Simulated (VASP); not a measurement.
# Ta4S in VASP: a series of runs, part 2 of 2

VASP 6.6.1. Earlier steps stand in the parts before.

### Step 5. Single point, LDA

Input file INCAR:

```
SYSTEM = Ta4S
PREC = Accurate ; ENCUT = 520
EDIFF = 1E-7 ; ISMEAR = 0
SIGMA = 0.1 ; LREAL = .FALSE.
LASPH = .TRUE. ; NELM = 60
ALGO = Normal ; ISIF = 2
LWAVE = .FALSE. ; LCHARG = .TRUE.
LDIPOL = .TRUE. ; IDIPOL = 3
DIPOL = 0.5 0.5 0.366 ; GGA = CA
LELF = .TRUE. ; LVHAR = .TRUE.
LVACPOTAV = .TRUE. ; NBANDS = 33
```

Input file KPOINTS:

```
Automatic mesh
0
G
  8 8 1
  0 0 0
```

Input file POSCAR:

```
Ta4S
1.0
    3.2528501163      0.0000000000      0.0000000000
    0.0000000000      3.2528501163      0.0000000000
    0.0000000000      0.0000000000     20.2133955625
Ta S
4 1
Direct
    0.5000000000      0.5000000000      0.1978885728
    0.0000000000      0.0000000000      0.2783513062
    0.5000000000      0.5000000000      0.3580225063
    0.0000000000     -0.0178734124      0.4441062625
    0.0000000000      0.1250000000      0.5498734253
```

Potentials or basis: VASP PAW LDA potentials, release 64 (Ta_pv, S).

Command:

```sh
> cat potpaw_LDA.64/Ta_pv/POTCAR potpaw_LDA.64/S/POTCAR > POTCAR
> mpirun -np 1 vasp_std > vasp.out
```

OUTCAR:

```text
SYSTEM = Ta4S
   PREC = Accurate
   ENCUT = 520
   EDIFF = 1E-7
   ISMEAR = 0
   LREAL = .FALSE.
   LASPH = .TRUE.
   NELM = 60
   ISIF = 2
   GGA = CA

 ion  position               nearest neighbor table
   1  0.500  0.500  0.198-   2 2.82   2 2.82   2 2.82   2 2.82   3 3.24
   2  0.000  0.000  0.278-   3 2.81   3 2.81   3 2.81   3 2.81   1 2.82   1 2.82   1 2.82   1 2.82
                             4 3.35
   3  0.500  0.500  0.358-   2 2.81   2 2.81   2 2.81   2 2.81   4 2.85   4 2.85   4 2.92   4 2.92
                             1 3.24
   4  0.000  0.982  0.444-   5 2.19   3 2.85   3 2.85   3 2.92   3 2.92   2 3.35
   5  0.000  0.125  0.550-   4 2.19

  LATTYP: Found a simple tetragonal cell.
 ALAT       =     3.2528501163
 C/A-ratio  =     6.2140568547

  Lattice vectors:

 A1 = (   3.2528501163,   0.0000000000,   0.0000000000)
 A2 = (   0.0000000000,   3.2528501163,   0.0000000000)
 A3 = (   0.0000000000,   0.0000000000,  20.2133955625)

Analysis of symmetry for initial positions (statically):
=====================================================================
 Subroutine PRICEL returns:
 Original cell was already a primitive cell.

 Routine SETGRP: Setting up the symmetry group for a
 simple tetragonal supercell.

 Subroutine GETGRP returns: Found  2 space group operations
 (whereof  2 operations were pure point group operations)
 out of a pool of 16 trial point group operations.

The static configuration has the point symmetry C_1h.

Analysis of symmetry for dynamics (positions and initial velocities):
=====================================================================
 Subroutine PRICEL returns:
 Original cell was already a primitive cell.

 Routine SETGRP: Setting up the symmetry group for a
 simple tetragonal supercell.

 Subroutine GETGRP returns: Found  2 space group operations
 (whereof  2 operations were pure point group operations)
 out of a pool of 16 trial point group operations.

The dynamic configuration has the point symmetry C_1h.

 Subroutine INISYM returns: Found  2 space group operations
 (whereof  2 operations are pure point group operations),
 and found     1 'primitive' translations

----------------------------------------------------------------------------------------

                                     Primitive cell

  volume of cell :     213.8786

  direct lattice vectors                    reciprocal lattice vectors
     3.252850116  0.000000000  0.000000000     0.307422711  0.000000000  0.000000000
     0.000000000  3.252850116  0.000000000     0.000000000  0.307422711  0.000000000
     0.000000000  0.000000000 20.213395563     0.000000000  0.000000000  0.049472143

  length of vectors
     3.252850116  3.252850116 20.213395563     0.307422711  0.307422711  0.049472143

  position of ions in fractional coordinates (direct lattice)
     0.500000000  0.500000000  0.197888573
     0.000000000  0.000000000  0.278351306
     0.500000000  0.500000000  0.358022506
     0.000000000  0.982126588  0.444106263
     0.000000000  0.125000000  0.549873425

  ion indices of the primitive-cell ions
   primitive index   ion index
                 1           1
                 2           2
                 3           3
                 4           4
                 5           5

[... 32 lines left out ...]
  0.000000  0.250000  0.000000      2.000000
  0.375000  0.000000  0.000000      2.000000
[... 16 lines left out ...]
  0.500000  0.375000  0.000000      2.000000
 -0.375000  0.500000  0.000000      2.000000
   k-points           NKPTS =     25   k-points in BZ     NKDIM =     25   number of bands    NBANDS=     33
   number of dos      NEDOS =    301   number of ions     NIONS =      5
   total plane-waves  NPLWV =  86400
   dimension x,y,z NGX =    24 NGY =   24 NGZ =  150
   dimension x,y,z NGXF=    48 NGYF=   48 NGZF=  300
   ions per type =               4   1
   NGX,Y,Z   is equivalent  to a cutoff of  12.27, 12.27, 12.34 a.u.
   NGXF,Y,Z  is equivalent  to a cutoff of  24.53, 24.53, 24.67 a.u.
 SYSTEM =  Ta4S
   PREC   = accura    normal or accurate (medium, high low for compatibility)
   ISTART =      0    job   : 0-new  1-cont  2-samecut
   ICHARG =      2    charge: 1-file 2-atom 10-const
   ISPIN  =      1    spin polarized calculation?
   LNONCOLLINEAR =      F non collinear calculations
   LSORBIT =      F    spin-orbit coupling
   LASPH  =      T    aspherical Exc in radial PAW
   ENCUT  =  520.0 eV  38.22 Ry    6.18 a.u.   6.05  6.05 37.58*2*pi/ulx,y,z
   NELM   =     60;   NELMIN=  2; NELMDL= -5     # of ELM steps
   EDIFF  = 0.1E-06   stopping-criterion for ELM
   LREAL  =      F    real-space projection
   EDIFFG = 0.1E-05   stopping-criterion for IOM
   NSW    =      0    number of steps for IOM
   IBRION =     -1    ionic relax: 0-MD 1-quasi-New 2-CG
   NFREE  =      0    steps in history (QN), initial steepest desc. (CG)
   ISIF   =      2    stress and relaxation
   ISYM   =      2    0-nonsym 1-usesym 2-fastsym
   POTIM  = 0.5000    time-step for ionic-motion
   TEBEG  =    0.0;   TEEND  =   0.0 temperature during run
   PSTRESS=    0.0 pullay stress
   NELECT =      50.0000    total number of electrons
   NUPDOWN=      -1.0000    fix difference up-down
   EMIN   =  10.00;   EMAX   =-10.00  energy-range for DOS
   EFERMI =   0.00;   METHOD = LEGACY
   ISMEAR =     0;   SIGMA  =   0.10  broadening in eV -4-tet -1-fermi 0-gaus
   EFERMI_NEDOS =   21; number of points for ismear=-14 and -15
   IALGO  =     38    algorithm
   IMIX   =      4    mixing-type and parameters
     AMIX     =   0.40;   BMIX     =  1.00
     AMIX_MAG =   1.60;   BMIX_MAG =  1.00
  volume/ion in A,a.u.               =      42.78       288.66
  Fermi-wavevector in a.u.,A,eV,Ry     =   1.008500  1.905788 13.838096  1.017071
  Thomas-Fermi vector in A             =   2.141370
   LORBIT       =      0    0 simple, 1 ext, 2 COOP (PROOUT), +10 PAW based schemes
   GGA     = CA    functional components
   LHFCALC =     F    Hartree Fock is set to
   AEXX    =    0.0000 exact exchange contribution
   IVDW    =     0    specifies the selected vdW correction
   LEPSILON=     F    determine dielectric tensor
   LRPA    =     F    only Hartree local field effects (RPA)
 non-spin polarized calculation
 Gauss-broadening in eV      SIGMA  =   0.10
  energy-cutoff  :      520.00
  volume of cell :      213.88
 maximum number of plane-waves:      5812
   NGX = 13   NGY = 13   NGZ = 75

 dipolmoment           0.000000      0.000000     -0.026285 electrons x Angstroem

 number of electron      50.0000007 magnetization

 dipolmoment           0.000000      0.000000      0.123180 electrons x Angstroem

 Free energy of the ion-electron system (eV)
  ---------------------------------------------------
  ext. energy  EPLUGINS =         0.00000000
  ---------------------------------------------------
  free energy    TOTEN  =       -53.19079821 eV

  energy without entropy =      -53.16749066  energy(sigma->0) =      -53.17914444

 E-fermi :  -0.5960     XC(G=0):  -6.2942

 val. band max:       -0.5965126262   @ k =   0.5000   0.5000   0.0000
 cond. band min:      -0.5916265666   @ k =   0.3750   0.1250   0.0000
 fundamental gap:      0.0048860596
 Fermi energy:        -0.5960422691

 k-point     1 :       0.0000    0.0000    0.0000
  band No.  band energies     occupation
      1     -35.2724      2.00000
      2     -35.0641      2.00000
      3     -35.0605      2.00000
      4     -34.6528      2.00000
      5     -34.5081      2.00000
      6     -34.5061      2.00000
[... 853 lines left out ...]
     32       3.4483      0.00000
     33       3.4822      0.00000

 [... further k-points ...]

------------------------ aborting loop because EDIFF is reached ----------------------------------------

  FORCE on cell =-STRESS in cart. coord.  units (eV):
  Direction    XX          YY          ZZ          XY          YZ          ZX
  --------------------------------------------------------------------------------------
  -------------------------------------------------------------------------------------
  Total       -5.7079182     -6.2793913     -2.4855677      0.0000000      1.4222074      0.0000000
  in kB      -42.7583507    -47.0392888    -18.6195339      0.0000000     10.6538390      0.0000000
  external PRESSURE =     -36.1390578 kB  Pullay stress =       0.0000000 kB

 VOLUME and BASIS-vectors are now :
 -----------------------------------------------------------------------------
  energy-cutoff  :      520.00
  volume of cell :      213.88
      direct lattice vectors                 reciprocal lattice vectors
     3.252850116  0.000000000  0.000000000     0.307422711  0.000000000  0.000000000
     0.000000000  3.252850116  0.000000000     0.000000000  0.307422711  0.000000000
     0.000000000  0.000000000 20.213395563     0.000000000  0.000000000  0.049472143

 POSITION                                       TOTAL-FORCE (eV/Angst)
 -----------------------------------------------------------------------------------
      1.62643      1.62643      4.00000         0.000000     -0.009925      1.351525
      0.00000      0.00000      5.62643         0.000000      0.050476     -1.107058
      1.62643      1.62643      7.23685         0.000000     -0.420589     -0.291779
      0.00000      3.19471      8.97690         0.000000      0.001064      0.024852
      0.00000      0.40661     11.11481         0.000000      0.378974      0.022460
 -----------------------------------------------------------------------------------
    total drift:                                0.000000     -0.000096     -0.000035

  FREE ENERGIE OF THE ION-ELECTRON SYSTEM (eV)
  ---------------------------------------------------
  free  energy   TOTEN  =       -53.1907982111 eV

  energy  without entropy=      -53.1674906645  energy(sigma->0) =      -53.17914444

 vacuum level on the upper side and lower side of the slab         5.735         3.627
```

It took 5 min on 1 thread of Intel Xeon Platinum 8375C at 2.90GHz (Ice Lake), shared host; peak memory 0.31 GiB.

What came out:

- Free energy: -53.1908 eV
- Largest force: 1.352 eV/Å
- Band gap on the k mesh: zero (bands 25 and 26 overlap by 0.88 eV)

Forces on the atoms (eV/Å):
```
Ta   0.000 -0.010  1.352
Ta   0.000  0.050 -1.107
Ta   0.000 -0.421 -0.292
Ta   0.000  0.001  0.025
S    0.000  0.379  0.022
```

Levels at points of the mesh, in eV from the Fermi level:
```csv
k point,band 21,band 22,band 23,band 24,band 25,band 26,band 27,band 28,band 29,band 30
"(0.00, 0.00, 0.00)",-0.46,-0.44,-0.15,0.03,0.41,0.42,0.91,1.10,1.13,2.26
"(0.50, 0.00, 0.00)",-1.28,-1.01,-0.99,-0.15,0.45,0.61,0.79,1.10,1.35,1.59
"(0.00, 0.50, 0.00)",-1.26,-1.06,-0.93,-0.06,0.29,0.61,0.75,1.11,1.25,1.91
"(0.50, 0.50, 0.00)",-1.87,-1.59,-1.36,-1.09,0.00,0.15,2.27,2.31,2.55,3.58
```

Caveat: spin-orbit coupling is left out, which moves the levels of the heavy elements.

### Step 6. The runs side by side

```tsv
cell	gap on the mesh (eV)	largest force (eV/Å)
as given, atomic positions A	none	1.69
as given, atomic positions B	none	2.03
as given, atomic positions C	none	2.03
as given, atomic positions D	none	1.35
```

Alike in all rows: task single point; level LDA; potentials or basis VASP PAW LDA potentials, release 64 (Ta_pv, S); no spin polarisation; k mesh 8 × 8 × 1; cutoff (eV) 520; smearing gaussian 0.1 eV.

Caveats: spin-orbit coupling is left out, which moves the levels of the heavy elements.

Absolute energies hang on the potentials; compare differences alone.
